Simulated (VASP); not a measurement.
# Mo2Ru3 (P-3m1) in VASP: further runs

The runs below take Mo2Ru3 through single point, relaxation of cell and atoms, with PBE.

Everything below comes from runs of VASP 6.6.1. Logs are shortened: lines on timing, memory, paths and dates and some standing lists are left out, and cuts for length are marked.

## Step 1: The cell of the first run

It takes space group P-3m1 (No. 164, trigonal). The conventional cell has a = 2.758 Å, b = 2.758 Å, c = 22.204 Å, α = 90.00°, β = 90.00°, γ = 120.00°. Mo (site symmetry 3m) has 3 Ru at 2.67 Å and 9 Mo at 2.76 to 2.96 Å within 3.5 Å. Within 3.6 Å of Mo (site symmetry 3m) lie 6 Ru at 2.69 to 2.75 Å and 6 Mo at 2.76 Å. Within 3.6 Å of Ru (site symmetry 3m) lie 3 Mo at 2.69 Å and 9 Ru at 2.74 to 2.76 Å. Ru (site symmetry 3m) has 3 Mo at 2.67 Å and 9 Ru at 2.74 to 2.76 Å within 3.5 Å. Ru (site symmetry 3m) has 9 Ru at 2.67 to 2.76 Å and 3 Mo at 2.75 Å within 3.5 Å.

## Step 2: Single point, PBE

The input, INCAR:

```
ALGO = Fast ; EDIFF = 1E-7
ENCUT = 520 ; GGA = PE
ISIF = 2 ; ISMEAR = 0
LASPH = True ; LCHARG = False
LREAL = False ; LWAVE = False
NBANDS = 81 ; NELM = 60
PREC = Accurate ; SIGMA = 0.1
```

The input, KPOINTS:

```
k-points
0
Gamma
  6 6 1
```

The input, POSCAR:

```
Mo2Ru3
1.0
    2.7584603785      0.0000000028      0.0000000000
   -1.3792301917      2.3888967617      0.0000000000
    0.0000000000      0.0000000000     22.2044791935
Mo Ru
4 6
Direct
    0.3333333333      0.6666666667      0.9437900491
    0.3333333333      0.6666666667      0.3507755650
    0.6666666667      0.3333333333      0.0562099509
    0.6666666667      0.3333333333      0.6492244350
    0.3333333333      0.6666666667      0.7470023294
    0.3333333333      0.6666666667      0.1525075903
    0.3333333333      0.6666666667      0.5481681075
    0.6666666667      0.3333333333      0.8474924097
    0.6666666667      0.3333333333      0.2529976706
    0.6666666667      0.3333333333      0.4518318925
```

Potentials or basis: VASP PAW PBE potentials, release 64 (Mo_sv, Ru_pv).

Launch:

```sh
cat potpaw_PBE.64/Mo_sv/POTCAR potpaw_PBE.64/Ru_pv/POTCAR > POTCAR
mpirun -np 1 vasp_std > vasp.out
```

OUTCAR:

```text
EDIFF = 1E-7
   ENCUT = 520
   GGA = PE
   ISIF = 2
   ISMEAR = 0
   LASPH = True
   LREAL = False
   NELM = 60
   PREC = Accurate

 ion  position               nearest neighbor table
   1  0.333  0.667  0.944-   8 2.67   8 2.67   8 2.67   3 2.96   3 2.96   3 2.96
   2  0.333  0.667  0.351-   9 2.69   9 2.69   9 2.69  10 2.75  10 2.75  10 2.75
   3  0.667  0.333  0.056-   6 2.67   6 2.67   6 2.67   1 2.96   1 2.96   1 2.96
   4  0.667  0.333  0.649-   5 2.69   5 2.69   5 2.69   7 2.75   7 2.75   7 2.75
   5  0.333  0.667  0.747-   4 2.69   4 2.69   4 2.69   8 2.74   8 2.74   8 2.74
   6  0.333  0.667  0.153-   3 2.67   3 2.67   3 2.67   9 2.74   9 2.74   9 2.74
   7  0.333  0.667  0.548-  10 2.67  10 2.67  10 2.67   4 2.75   4 2.75   4 2.75
   8  0.667  0.333  0.847-   1 2.67   1 2.67   1 2.67   5 2.74   5 2.74   5 2.74
   9  0.667  0.333  0.253-   2 2.69   2 2.69   2 2.69   6 2.74   6 2.74   6 2.74
  10  0.667  0.333  0.452-   7 2.67   7 2.67   7 2.67   2 2.75   2 2.75   2 2.75

  LATTYP: Found a hexagonal cell.
 ALAT       =     2.7584603785
 C/A-ratio  =     8.0495914919

  Lattice vectors:

 A1 = (   2.7584603785,   0.0000000028,   0.0000000000)
 A2 = (  -1.3792301917,   2.3888967617,   0.0000000000)
 A3 = (   0.0000000000,   0.0000000000,  22.2044791935)

Analysis of symmetry for initial positions (statically):
=====================================================================
 Subroutine PRICEL returns:
 Original cell was already a primitive cell.

 Routine SETGRP: Setting up the symmetry group for a
 hexagonal supercell.

 Subroutine GETGRP returns: Found 12 space group operations
 (whereof 12 operations were pure point group operations)
 out of a pool of 24 trial point group operations.

The static configuration has the point symmetry D_3d.

Analysis of symmetry for dynamics (positions and initial velocities):
=====================================================================
 Subroutine PRICEL returns:
 Original cell was already a primitive cell.

 Routine SETGRP: Setting up the symmetry group for a
 hexagonal supercell.

 Subroutine GETGRP returns: Found 12 space group operations
 (whereof 12 operations were pure point group operations)
 out of a pool of 24 trial point group operations.

The dynamic configuration has the point symmetry D_3d.

 Subroutine INISYM returns: Found 12 space group operations
 (whereof 12 operations are pure point group operations),
 and found     1 'primitive' translations

----------------------------------------------------------------------------------------

                                     Primitive cell

  volume of cell :     146.3203

  direct lattice vectors                    reciprocal lattice vectors
     2.758460379  0.000000003  0.000000000     0.362521067  0.209301636  0.000000000
    -1.379230192  2.388896762  0.000000000    -0.000000000  0.418603271  0.000000000
     0.000000000  0.000000000 22.204479193     0.000000000  0.000000000  0.045035958

  length of vectors
     2.758460379  2.758460379 22.204479193     0.418603271  0.418603271  0.045035958

  position of ions in fractional coordinates (direct lattice)
     0.333333333  0.666666667  0.943790049
     0.333333333  0.666666667  0.350775565
     0.666666667  0.333333333  0.056209951
     0.666666667  0.333333333  0.649224435
     0.333333333  0.666666667  0.747002329
     0.333333333  0.666666667  0.152507590
     0.333333333  0.666666667  0.548168107
     0.666666667  0.333333333  0.847492410
     0.666666667  0.333333333  0.252997671
     0.666666667  0.333333333  0.451831893

  ion indices of the primitive-cell ions
   primitive index   ion index
                 1           1
                 2           2
                 3           3
                 4           4
                 5           5
                 6           6
                 7           7
                 8           8
                 9           9
                10          10

----------------------------------------------------------------------------------------

 KPOINTS: k-points

Automatic generation of k-mesh.
 Grid dimensions read from file:
 generate k-points for:    6    6    1

 Generating k-lattice:

  Cartesian coordinates                     Fractional coordinates (reciprocal lattice)
     0.060420178  0.034883606  0.000000000     0.166666667  0.000000000  0.000000000
    -0.000000000  0.069767212  0.000000000     0.000000000  0.166666667  0.000000000
     0.000000000  0.000000000  0.045035958     0.000000000  0.000000000  1.000000000

  Length of vectors
     0.069767212  0.069767212  0.045035958

  Shift w.r.t. Gamma in fractional coordinates (k-lattice)
     0.000000000  0.000000000  0.000000000

 Subroutine IBZKPT returns following result:
 ===========================================

 Found      7 irreducible k-points:

 Following reciprocal coordinates:
            Coordinates               Weight
  0.000000  0.000000  0.000000      1.000000
  0.166667 -0.000000  0.000000      6.000000
  0.333333 -0.000000  0.000000      6.000000
  0.500000  0.000000  0.000000      3.000000
  0.166667  0.166667  0.000000      6.000000
  0.333333  0.166667  0.000000     12.000000
  0.333333  0.333333  0.000000      2.000000
   k-points           NKPTS =      7   k-points in BZ     NKDIM =      7   number of bands    NBANDS=     81
   number of dos      NEDOS =    301   number of ions     NIONS =     10
   total plane-waves  NPLWV =  96768
   dimension x,y,z NGX =    24 NGY =   24 NGZ =  168
   dimension x,y,z NGXF=    48 NGYF=   48 NGZF=  336
   ions per type =               4   6
   NGX,Y,Z   is equivalent  to a cutoff of  14.46, 14.46, 12.58 a.u.
   NGXF,Y,Z  is equivalent  to a cutoff of  28.93, 28.93, 25.16 a.u.
 SYSTEM =  unknown system
   PREC   = accura    normal or accurate (medium, high low for compatibility)
   ISTART =      0    job   : 0-new  1-cont  2-samecut
   ICHARG =      2    charge: 1-file 2-atom 10-const
   ISPIN  =      1    spin polarized calculation?
   LNONCOLLINEAR =      F non collinear calculations
   LSORBIT =      F    spin-orbit coupling
   LASPH  =      T    aspherical Exc in radial PAW
   ENCUT  =  520.0 eV  38.22 Ry    6.18 a.u.   5.13  5.13 41.29*2*pi/ulx,y,z
   NELM   =     60;   NELMIN=  2; NELMDL= -5     # of ELM steps
   EDIFF  = 0.1E-06   stopping-criterion for ELM
   LREAL  =      F    real-space projection
   EDIFFG = 0.1E-05   stopping-criterion for IOM
   NSW    =      0    number of steps for IOM
   IBRION =     -1    ionic relax: 0-MD 1-quasi-New 2-CG
   NFREE  =      0    steps in history (QN), initial steepest desc. (CG)
   ISIF   =      2    stress and relaxation
   ISYM   =      2    0-nonsym 1-usesym 2-fastsym
   POTIM  = 0.5000    time-step for ionic-motion
   TEBEG  =    0.0;   TEEND  =   0.0 temperature during run
   PSTRESS=    0.0 pullay stress
   NELECT =     140.0000    total number of electrons
   NUPDOWN=      -1.0000    fix difference up-down
   EMIN   =  10.00;   EMAX   =-10.00  energy-range for DOS
   EFERMI =   0.00;   METHOD = LEGACY
   ISMEAR =     0;   SIGMA  =   0.10  broadening in eV -4-tet -1-fermi 0-gaus
   EFERMI_NEDOS =   21; number of points for ismear=-14 and -15
   IALGO  =     68    algorithm
   IMIX   =      4    mixing-type and parameters
     AMIX     =   0.40;   BMIX     =  1.00
     AMIX_MAG =   1.60;   BMIX_MAG =  1.00
  volume/ion in A,a.u.               =      14.63        98.74
  Fermi-wavevector in a.u.,A,eV,Ry     =   1.613179  3.048467 35.407080  2.602347
  Thomas-Fermi vector in A             =   2.708290
   LORBIT       =      0    0 simple, 1 ext, 2 COOP (PROOUT), +10 PAW based schemes
   GGA     = PE    functional components
   LHFCALC =     F    Hartree Fock is set to
   AEXX    =    0.0000 exact exchange contribution
   IVDW    =     0    specifies the selected vdW correction
   LEPSILON=     F    determine dielectric tensor
   LRPA    =     F    only Hartree local field effects (RPA)
 non-spin polarized calculation
 RMM-DIIS sequential band-by-band and
 Gauss-broadening in eV      SIGMA  =   0.10
  energy-cutoff  :      520.00
  volume of cell :      146.32
 maximum number of plane-waves:      3962
 NGX is ok and might be reduce to    24
   NGX = 11   NGY = 11   NGZ = 83

 number of electron     140.0000001 magnetization

 Free energy of the ion-electron system (eV)
  ---------------------------------------------------
  ext. energy  EPLUGINS =         0.00000000
  ---------------------------------------------------
  free energy    TOTEN  =       -98.28464355 eV

  energy without entropy =      -98.24659594  energy(sigma->0) =      -98.26561974

 E-fermi :  12.1775     XC(G=0): -13.6931

 val. band max:       12.1518804445   @ k =   0.0000   0.0000   0.0000
 cond. band min:      12.2459649818   @ k =   0.3333   0.3333   0.0000
 fundamental gap:      0.0940845373
 Fermi energy:        12.1775310092

 k-point     1 :       0.0000    0.0000    0.0000
  band No.  band energies     occupation
      1     -48.6498      2.00000
      2     -48.6162      2.00000
      3     -48.6162      2.00000
      4     -48.5847      2.00000
      5     -30.8232      2.00000
      6     -30.6983      2.00000
[... 73 lines left out ...]
     80      13.0314      0.00000
     81      13.6588      0.00000

 k-point     2 :       0.1667   -0.0000    0.0000
  band No.  band energies     occupation
      1     -48.5964      2.00000
      2     -48.5664      2.00000
      3     -48.5664      2.00000
      4     -48.5389      2.00000
      5     -30.7834      2.00000
      6     -30.6604      2.00000
[... 73 lines left out ...]
     80      12.7999      0.00000
     81      13.1678      0.00000

 k-point     3 :       0.3333   -0.0000    0.0000
  band No.  band energies     occupation
      1     -48.4858      2.00000
      2     -48.4655      2.00000
      3     -48.4655      2.00000
      4     -48.4482      2.00000
      5     -30.7992      2.00000
      6     -30.7627      2.00000
[... 73 lines left out ...]
     80      13.8459      0.00000
     81      14.3653      0.00000

 k-point     4 :       0.5000    0.0000    0.0000
  band No.  band energies     occupation
      1     -48.4263      2.00000
      2     -48.4142      2.00000
      3     -48.4142      2.00000
      4     -48.4053      2.00000
      5     -30.9347      2.00000
      6     -30.8775      2.00000
[... 73 lines left out ...]
     80      15.1574      0.00000
     81      15.1614      0.00000

 k-point     5 :       0.1667    0.1667    0.0000
  band No.  band energies     occupation
      1     -48.5141      2.00000
      2     -48.4909      2.00000
      3     -48.4909      2.00000
      4     -48.4706      2.00000
      5     -30.7558      2.00000
      6     -30.6568      2.00000
[... 73 lines left out ...]
     80      13.7005      0.00000
     81      14.1188      0.00000

 k-point     6 :       0.3333    0.1667    0.0000
  band No.  band energies     occupation
      1     -48.4267      2.00000
      2     -48.4143      2.00000
      3     -48.4143      2.00000
      4     -48.4052      2.00000
      5     -30.8563      2.00000
      6     -30.8089      2.00000
[... 73 lines left out ...]
     80      14.6015      0.00000
     81      14.8509      0.00000

 k-point     7 :       0.3333    0.3333    0.0000
  band No.  band energies     occupation
      1     -48.3904      2.00000
      2     -48.3904      2.00000
      3     -48.3887      2.00000
      4     -48.3887      2.00000
      5     -30.7552      2.00000
      6     -30.7552      2.00000
[... 73 lines left out ...]
     80      14.5418      0.00000
     81      14.9979      0.00000

------------------------ aborting loop because EDIFF is reached ----------------------------------------

  FORCE on cell =-STRESS in cart. coord.  units (eV):
  Direction    XX          YY          ZZ          XY          YZ          ZX
  --------------------------------------------------------------------------------------
  -------------------------------------------------------------------------------------
  Total        0.2229289      0.2229289      0.4223275     -0.0000000      0.0000000      0.0000000
  in kB        2.4410247      2.4410247      4.6243984     -0.0000000      0.0000000      0.0000000
  external PRESSURE =       3.1688159 kB  Pullay stress =       0.0000000 kB

 VOLUME and BASIS-vectors are now :
 -----------------------------------------------------------------------------
  energy-cutoff  :      520.00
  volume of cell :      146.32
      direct lattice vectors                 reciprocal lattice vectors
     2.758460379  0.000000003  0.000000000     0.362521067  0.209301636  0.000000000
    -1.379230192  2.388896762  0.000000000    -0.000000000  0.418603271  0.000000000
     0.000000000  0.000000000 22.204479193     0.000000000  0.000000000  0.045035958

 POSITION                                       TOTAL-FORCE (eV/Angst)
 -----------------------------------------------------------------------------------
     -0.00000      1.59260     20.95637        -0.000000      0.000000      0.030452
     -0.00000      1.59260      7.78879        -0.000000      0.000000      0.033413
      1.37923      0.79630      1.24811         0.000000     -0.000000     -0.030452
      1.37923      0.79630     14.41569         0.000000     -0.000000     -0.033413
     -0.00000      1.59260     16.58680        -0.000000      0.000000      0.040542
     -0.00000      1.59260      3.38635        -0.000000      0.000000      0.049576
     -0.00000      1.59260     12.17179         0.000000     -0.000000      0.008744
      1.37923      0.79630     18.81813         0.000000     -0.000000     -0.049576
      1.37923      0.79630      5.61768        -0.000000     -0.000000     -0.040542
      1.37923      0.79630     10.03269        -0.000000     -0.000000     -0.008744
 -----------------------------------------------------------------------------------
    total drift:                               -0.000000      0.000000      0.000000

  FREE ENERGIE OF THE ION-ELECTRON SYSTEM (eV)
  ---------------------------------------------------
  free  energy   TOTEN  =       -98.2846435460 eV

  energy  without entropy=      -98.2465959353  energy(sigma->0) =      -98.26561974
```

Run time: 3.9 min. Hardware: 1 thread of Intel Xeon Platinum 8488C (Sapphire Rapids), shared host; peak memory 0.33 GiB.

What came out:

| Quantity | Value |
| --- | --- |
| Free energy | -98.2846 eV |
| Pressure | 0.3 GPa |
| Largest force | 0.050 eV/Å |
| Band gap on the k mesh | zero (band 70 reaches 13.69 eV, above the bottom of band 71 at 11.27 eV) |

Forces in eV/Å, atoms in the order of the input:
```
Mo   0.000  0.000  0.030
Mo   0.000  0.000  0.033
Mo   0.000  0.000 -0.030
Mo   0.000  0.000 -0.033
Ru   0.000  0.000  0.041
Ru   0.000  0.000  0.050
Ru   0.000  0.000  0.009
Ru   0.000  0.000 -0.050
Ru   0.000  0.000 -0.041
Ru   0.000  0.000 -0.009
```

Levels at points of the mesh, in eV from the Fermi level:
| k point | band 67 | band 68 | band 69 | band 70 | band 71 | band 72 |
| --- | --- | --- | --- | --- | --- | --- |
| (0.00, 0.00, 0.00) | -0.99 | -0.99 | -0.99 | -0.91 | -0.91 | -0.50 |
| (0.50, 0.00, 0.00) | 0.86 | 0.92 | 1.20 | 1.51 | 1.52 | 1.67 |

Caveat: the k points lie up to 0.44 Å⁻¹ apart.

## Step 3: Single point, PBE

This run uses another cell than the first one, of 15.22 Å³/atom, 1.040 times its volume.

The input, INCAR:

```
ALGO     = Fast           # electronic algorithm
EDIFF    = 1E-6           # SCF threshold, eV
ENCUT    = 520            # plane-wave cutoff, eV
GGA      = PE             # functional
ISIF     = 2              # what is computed and relaxed
ISMEAR   = 0              # smearing method
LASPH    = T              # aspherical terms in the spheres
LCHARG   = T              # write CHGCAR
LELF     = T              # ELF
LREAL    = F              # projectors in reciprocal space
LVHAR    = T            
LWAVE    = F              # write WAVECAR
NBANDS   = 81             # bands
NELM     = 60             # most SCF steps
PREC     = Accurate       # precision mode
SIGMA    = 0.1            # smearing width, eV
```

KPOINTS is that of step 2.

The input, POSCAR:

```
Mo2Ru3
1.0
    2.8146100700      0.0000000000      0.0000000000
   -1.4073050400      2.4375238200      0.0000000000
    0.0000000000      0.0000000000     22.1820755300
Mo Ru
4 6
Direct
    0.3333333300      0.6666666700      0.9500000000
    0.3333333300      0.6666666700      0.3500000000
    0.6666666700      0.3333333300      0.0500000000
    0.6666666700      0.3333333300      0.6500000000
    0.3333333300      0.6666666700      0.7500000000
    0.3333333300      0.6666666700      0.1500000000
    0.3333333300      0.6666666700      0.5500000000
    0.6666666700      0.3333333300      0.8500000000
    0.6666666700      0.3333333300      0.2500000000
    0.6666666700      0.3333333300      0.4500000000
```

Potentials or basis: VASP PAW PBE potentials, release 64 (Mo_sv, Ru_pv).

Launch:

```sh
cat potpaw_PBE.64/Mo_sv/POTCAR potpaw_PBE.64/Ru_pv/POTCAR > POTCAR
mpirun -np 1 vasp_std > vasp.out
```

Run time: 3.8 min. Hardware: 1 thread of Intel Xeon Platinum 8488C (Sapphire Rapids), shared host; peak memory 0.32 GiB.

It converged, with:

```
Free energy            : -97.7434 eV
Pressure               : -9.6 GPa
Largest force          : 2.434 eV/Å
Band gap on the k mesh : zero (band 70 reaches 12.85 eV, above the bottom of band 71 at 10.74 eV)
```

Forces on the atoms (eV/Å):
```
Mo   0.000  0.000 -2.434
Mo   0.000  0.000  0.094
Mo   0.000  0.000  2.434
Mo   0.000  0.000 -0.094
Ru   0.000  0.000  0.180
Ru   0.000  0.000 -0.084
Ru   0.000  0.000 -0.040
Ru   0.000  0.000  0.084
Ru   0.000  0.000 -0.180
Ru   0.000  0.000  0.040
```

Stress tensor (GPa, compression positive):
```
-11.22   0.00   0.00
  0.00 -11.22   0.00
  0.00   0.00  -6.35
```

Levels at points of the mesh, in eV from the Fermi level:
```tsv
k point	band 65	band 66	band 67	band 68	band 69	band 70	band 71	band 72	band 73	band 74
(0.00, 0.00, 0.00)	-0.95	-0.95	-0.95	-0.95	-0.81	-0.78	-0.78	-0.52	-0.52	-0.15
(0.50, 0.00, 0.00)	0.37	0.37	0.74	0.86	0.88	1.33	1.36	1.38	1.54	1.54
```

Caveat: the k points lie up to 0.43 Å⁻¹ apart; forces of over 1 eV/Å act on the atoms, so gaps and moduli don't describe the material at rest.

[end of part 1 of 2]
